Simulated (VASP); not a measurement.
# MgC (Cmcm) in VASP: further runs

Runs on MgC. Level: PBE. Tasks: relaxation of cell and atoms, single point.

Program: VASP 6.6.1. These are calculated values, not measurements. Logs are shortened: lines on timing, memory, paths and dates and some standing lists are left out, and cuts for length are marked.

**1. The cell of the first run**

The structure is orthorhombic, space group Cmcm (No. 63). The conventional cell has a = 3.421 Å, b = 9.467 Å, c = 3.444 Å, α = 90.00°, β = 90.00°, γ = 90.00°. Within 2.9 Å of Mg (site symmetry m2m) lie 5 C at 2.17 to 2.44 Å and 2 Mg at 2.85 Å. C (site symmetry m2m) has 5 Mg at 2.17 to 2.44 Å within 2.9 Å.

**2. Relaxation of cell and atoms, PBE**

Input file INCAR:

```
  PREC = Accurate
  ENCUT = 600
  EDIFF = 1E-7
  ISMEAR = 0
  SIGMA = 0.1
  LREAL = F
  LASPH = T
  NELM = 80
  ALGO = Normal
  ISIF = 3
  LWAVE = F
  LCHARG = F
  GGA = PE
  IBRION = 2
  NSW = 90
  EDIFFG = -0.04
```

Input file KPOINTS:

```
regular mesh
0
Gamma
  6 6 6
```

Input file POSCAR:

```
MgC
1.0
    1.7102582245     -4.7333086830      0.0000000000
    1.7102582245      4.7333086830      0.0000000000
    0.0000000000      0.0000000000      3.4444303779
Mg C
2 2
Direct
    0.8800000000      0.1200000000      0.2500000000
    0.1200000000      0.8800000000      0.7500000000
    0.6510000000      0.3490000000      0.2500000000
    0.3490000000      0.6510000000      0.7500000000
```

Potentials or basis: VASP PAW PBE potentials, release 64 (Mg, C).

Command:

```sh
> cat potpaw_PBE.64/Mg/POTCAR potpaw_PBE.64/C/POTCAR > POTCAR
> mpirun -np 1 vasp_std > vasp.out
```

OUTCAR:

```text
PREC = Accurate
   ENCUT = 600
   EDIFF = 1E-7
   ISMEAR = 0
   LREAL = F
   LASPH = T
   NELM = 80
   ISIF = 3
   GGA = PE
   IBRION = 2
   NSW = 90
   EDIFFG = -0.04

 ion  position               nearest neighbor table
   1  0.880  0.120  0.250-   3 2.17   4 2.44   4 2.44   4 2.44   4 2.44   2 2.85   2 2.85   2 3.46
                             2 3.46   2 3.46   2 3.46
   2  0.120  0.880  0.750-   4 2.17   3 2.44   3 2.44   3 2.44   3 2.44   1 2.85   1 2.85   1 3.46
                             1 3.46   1 3.46   1 3.46
   3  0.651  0.349  0.250-   1 2.17   2 2.44   2 2.44   2 2.44   2 2.44
   4  0.349  0.651  0.750-   2 2.17   1 2.44   1 2.44   1 2.44   1 2.44

  LATTYP: Found a base centered orthorhombic cell.
 ALAT       =     3.4205164490
 B/A-ratio  =     2.7675988428
 C/A-ratio  =     1.0069913211

  Lattice vectors:

 A1 = (   1.7102582245,  -4.7333086830,   0.0000000000)
 A2 = (   1.7102582245,   4.7333086830,   0.0000000000)
 A3 = (   0.0000000000,   0.0000000000,   3.4444303779)

Analysis of symmetry for initial positions (statically):
=====================================================================
 Subroutine PRICEL returns:
 Original cell was already a primitive cell.

 Routine SETGRP: Setting up the symmetry group for a
 base centered orthorhombic supercell.

 Subroutine GETGRP returns: Found  8 space group operations
 (whereof  4 operations were pure point group operations)
 out of a pool of  8 trial point group operations.

The static configuration has the point symmetry C_2h.
 The point group associated with its full space group is D_2h.

Analysis of symmetry for dynamics (positions and initial velocities):
=====================================================================
 Subroutine PRICEL returns:
 Original cell was already a primitive cell.

 Routine SETGRP: Setting up the symmetry group for a
 base centered orthorhombic supercell.

 Subroutine GETGRP returns: Found  8 space group operations
 (whereof  4 operations were pure point group operations)
 out of a pool of  8 trial point group operations.

The dynamic configuration has the point symmetry C_2h.
 The point group associated with its full space group is D_2h.

 Subroutine INISYM returns: Found  8 space group operations
 (whereof  4 operations are pure point group operations),
 and found     1 'primitive' translations

----------------------------------------------------------------------------------------

                                     Primitive cell

  volume of cell :      55.7666

  direct lattice vectors                    reciprocal lattice vectors
     1.710258224 -4.733308683  0.000000000     0.292353513 -0.105634353  0.000000000
     1.710258224  4.733308683  0.000000000     0.292353513  0.105634353  0.000000000
     0.000000000  0.000000000  3.444430378     0.000000000  0.000000000  0.290323766

  length of vectors
     5.032811767  5.032811767  3.444430378     0.310852365  0.310852365  0.290323766

  position of ions in fractional coordinates (direct lattice)
     0.880000000  0.120000000  0.250000000
     0.120000000  0.880000000  0.750000000
     0.651000000  0.349000000  0.250000000
     0.349000000  0.651000000  0.750000000

  ion indices of the primitive-cell ions
   primitive index   ion index
                 1           1
                 2           2
                 3           3
                 4           4

----------------------------------------------------------------------------------------

 KPOINTS: regular mesh

Automatic generation of k-mesh.
 Grid dimensions read from file:
 generate k-points for:    6    6    6

 Generating k-lattice:

  Cartesian coordinates                     Fractional coordinates (reciprocal lattice)
     0.048725585 -0.017605725  0.000000000     0.166666667  0.000000000  0.000000000
     0.048725585  0.017605725  0.000000000     0.000000000  0.166666667  0.000000000
     0.000000000  0.000000000  0.048387294     0.000000000  0.000000000  0.166666667

  Length of vectors
     0.051808728  0.051808728  0.048387294

[... 43 lines left out ...]
   IMIX   =      4    mixing-type and parameters
     AMIX     =   0.40;   BMIX     =  1.00
     AMIX_MAG =   1.60;   BMIX_MAG =  1.00
  volume/ion in A,a.u.               =      13.94        94.08
  Fermi-wavevector in a.u.,A,eV,Ry     =   0.981019  1.853856 13.094215  0.962398
  Thomas-Fermi vector in A             =   2.111993
   LORBIT       =      0    0 simple, 1 ext, 2 COOP (PROOUT), +10 PAW based schemes
   GGA     = PE    functional components
   LHFCALC =     F    Hartree Fock is set to
   AEXX    =    0.0000 exact exchange contribution
   IVDW    =     0    specifies the selected vdW correction
   LEPSILON=     F    determine dielectric tensor
   LRPA    =     F    only Hartree local field effects (RPA)
 conjugate gradient relaxation of ions
 non-spin polarized calculation
 Gauss-broadening in eV      SIGMA  =   0.10
  energy-cutoff  :      600.00
  volume of cell :       55.77
 maximum number of plane-waves:      1876
   NGX = 21   NGY = 21   NGZ = 13

--------------------------------------- Ionic step        1  -------------------------------------------

 number of electron      12.0000000 magnetization

 Free energy of the ion-electron system (eV)
  ---------------------------------------------------
  ext. energy  EPLUGINS =         0.00000000
  ---------------------------------------------------
  free energy    TOTEN  =       -15.06311172 eV

  energy without entropy =      -15.04416773  energy(sigma->0) =      -15.05363972

 E-fermi :   2.8008     XC(G=0):  -9.7790

 val. band max:        2.7863952260   @ k =   0.0000   0.0000   0.3333
 cond. band min:       2.8099195832   @ k =   0.3333   0.1667   0.3333
 fundamental gap:      0.0235243573
 Fermi energy:         2.8007627891

 k-point     1 :       0.0000    0.0000    0.0000
  band No.  band energies     occupation
      1      -8.4077      2.00000
      2      -5.2672      2.00000
      3      -0.6157      2.00000
      4       2.0466      2.00000
      5       2.5290      1.99988
      6       3.5339      0.00000
      7       3.5839      0.00000
      8       4.3005      0.00000
      9       5.9083      0.00000
     10       8.5845      0.00000
[... 406 lines left out ...]
  FREE ENERGIE OF THE ION-ELECTRON SYSTEM (eV)
  ---------------------------------------------------
  free  energy   TOTEN  =       -15.8714351903 eV

  energy  without entropy=      -15.8559676472  energy(sigma->0) =      -15.86370142

[... ionic steps 4 to 42 ...]

--------------------------------------- Ionic step       43  -------------------------------------------

 number of electron      12.0000000 magnetization

------------------------ aborting loop because EDIFF is reached ----------------------------------------

  FORCE on cell =-STRESS in cart. coord.  units (eV):
  Direction    XX          YY          ZZ          XY          YZ          ZX
  --------------------------------------------------------------------------------------
  -------------------------------------------------------------------------------------
  Total        0.0809700     -0.0447926     -0.0655205      0.0000000      0.0000000      0.0000000
  in kB        3.1279022     -1.7303544     -2.5310794      0.0000000      0.0000000      0.0000000
  external PRESSURE =      -0.3778439 kB  Pullay stress =       0.0000000 kB
[... 61 lines left out ...]
  energy  without entropy=      -18.7835176056  energy(sigma->0) =      -18.78502064

--------------------------------------- Ionic step       45  -------------------------------------------

 number of electron      12.0000000 magnetization

 Free energy of the ion-electron system (eV)
  ---------------------------------------------------
  ext. energy  EPLUGINS =         0.00000000
  ---------------------------------------------------
  free energy    TOTEN  =       -18.78722288 eV

  energy without entropy =      -18.78425337  energy(sigma->0) =      -18.78573812

 E-fermi :   7.3473     XC(G=0): -10.9067

 val. band max:        7.3111437719   @ k =   0.5000   0.3333   0.0000
 cond. band min:       7.5451114016   @ k =  -0.1667   0.1667   0.3333
 fundamental gap:      0.2339676298
 Fermi energy:         7.3473374480

 k-point     1 :       0.0000    0.0000    0.0000
  band No.  band energies     occupation
      1      -9.8285      2.00000
      2      -0.7518      2.00000
      3       0.8744      2.00000
      4       1.2246      2.00000
      5       2.5251      2.00000
      6       7.0897      1.99973
      7       7.2178      1.93301
      8       9.5957      0.00000
      9      11.9349      0.00000
     10      14.3455      0.00000
[... 330 lines left out ...]
  FREE ENERGIE OF THE ION-ELECTRON SYSTEM (eV)
  ---------------------------------------------------
  free  energy   TOTEN  =       -18.7872228818 eV

  energy  without entropy=      -18.7842533676  energy(sigma->0) =      -18.78573812

 reached required accuracy - stopping structural energy minimisation
```

It took 7.6 min on 1 thread of Intel Xeon 6975P-C (Granite Rapids), shared host; peak memory 0.23 GiB.

What came out:

| Property | Result |
| --- | --- |
| Free energy | -18.7872 eV |
| Relaxed volume | 10.35 Å³/atom |
| Relaxed cell | a = 4.530 Å, b = 4.530 Å, c = 2.729 Å, α = 90.00°, β = 90.00°, γ = 132.33° |
| Space group after relaxing (to 0.1 Å) | Cmcm (No. 63) |
| Energy gained by relaxing | 931.0 meV/atom |
| Ionic steps | 45 |
| Pressure after relaxing | -0.1 GPa |
| Largest force after relaxing | 0.033 eV/Å |
| Band gap on the k mesh | zero (bands 6 and 7 overlap by 0.09 eV) |

Forces on the atoms (eV/Å):
```
Mg   0.000  0.001  0.000
Mg   0.000 -0.001  0.000
C    0.000 -0.033  0.000
C    0.000  0.033  0.000
```

Stress tensor (GPa, compression positive):
```
 0.08  0.00  0.00
 0.00 -0.15  0.00
 0.00  0.00 -0.31
```

The path:
```
step  energy change (eV)  largest force (eV/Å)  pressure (GPa)  volume (Å³)
   1              0.0000                1.5957           -7.39        55.77
   3             -0.8083                1.1059            5.14        47.13
   5             -1.1538                0.7075           -7.68        49.88
   7             -1.4075                0.2245           -0.28        46.04
   9             -1.4652                0.1884            0.85        45.45
  11             -1.5242                0.6701            4.45        43.91
  13             -1.6081                0.9602            3.01        44.22
  15             -1.7250                2.5289           -0.04        44.44
  17             -1.8797                2.1072           -0.11        44.66
  19             -1.9639                2.2340           -3.47        45.18
  21             -2.0547                2.2074           -3.20        45.02
  23             -2.5383                2.1416           -5.87        44.70
  25             -2.5880                2.2026           -5.61        44.54
  27             -3.2339                0.6556           -2.74        41.95
  29             -3.3791                0.6944           -1.44        40.89
  31             -3.5823                0.5909            0.37        40.06
  33             -3.6380                0.8871            1.84        39.92
  35             -3.7071                0.1338            1.35        40.56
  37             -3.7098                0.1911            1.16        40.73
  39             -3.7206                0.0737           -1.07        41.70
  41             -3.7226                0.0254           -0.04        41.52
  43             -3.7231                0.0827           -0.04        41.47
  45             -3.7241                0.0333           -0.13        41.39
```

Final structure:
```
Mg C
1.0
     1.83060   -4.14341    0.00000
     1.83060    4.14341    0.00000
     0.00000    0.00000    2.72852
Mg C
2 2
Direct
  0.85449 0.14551 0.25000
  0.14551 0.85449 0.75000
  0.55467 0.44533 0.25000
  0.44533 0.55467 0.75000
```

Levels at points of the mesh, in eV from the Fermi level:
| k point | band 2 | band 3 | band 4 | band 5 | band 6 | band 7 | band 8 | band 9 | band 10 |
| --- | --- | --- | --- | --- | --- | --- | --- | --- | --- |
| (0.00, 0.00, 0.00) | -8.10 | -6.47 | -6.12 | -4.82 | -0.26 | -0.13 | 2.25 | 4.59 | 7.00 |
| (0.50, 0.00, 0.00) | -9.58 | -8.21 | -4.98 | -4.73 | -0.91 | 1.20 | 3.76 | 5.26 | 6.62 |
| (0.50, 0.50, 0.00) | -10.50 | -6.37 | -4.78 | -2.00 | -1.07 | 1.04 | 1.74 | 3.16 | 6.18 |
| (0.00, 0.00, 0.50) | -13.26 | -5.00 | -5.00 | -2.47 | -2.47 | -0.07 | -0.07 | 3.65 | 3.65 |
| (0.50, 0.00, 0.50) | -12.82 | -5.43 | -5.43 | -4.71 | -4.71 | 0.99 | 0.99 | 5.71 | 5.71 |
| (0.50, 0.50, 0.50) | -13.06 | -6.30 | -6.30 | -2.59 | -2.59 | 2.81 | 2.81 | 3.36 | 3.36 |

Caveat: the volume moved by over 15 % at a fixed basis, so the end points are rough.

(Continued in part 2 of 2.)
